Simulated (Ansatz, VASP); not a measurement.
ZrSi2 in VASP and in Ansatz

```
Zr Si
1.0
     3.99646    0.00000    0.00000
    -1.99823    3.46104    0.00000
     0.00000    0.00000    3.59634
Zr Si
1 2
Direct
  0.00000 0.00000 0.00000
  0.33333 0.66667 0.50000
  0.66667 0.33333 0.50000
```

Alike in both runs: functional r2SCAN; k mesh 6 × 6 × 4; occupations gaussian, width 0.1 eV; no spin polarisation.

Ansatz relaxed the structure, and its values are those at the end. VASP's run is a single point on that final structure, the one shown.

```csv
,VASP,Ansatz
version,VASP 6.6.1,Ansatz 0.2.0
potentials or method,"VASP PAW PBE potentials, release 64 (Zr_sv, Si), cutoff 520 eV","scalar-relativistic, plane waves, PAW"
valence electrons in the cell,20,20
```

```tsv
	VASP	Ansatz	Ansatz less VASP
gap on the k mesh at the Fermi level (eV)	none	none	-
pressure (GPa)	-0.1	-0.1	+0.06
```

VASP's potentials were made for PBE, not for r2SCAN. A gap of «none» marks a metal or a gap that the smearing closes.

The k mesh is coarse, so the values compare programs but aren't converged.
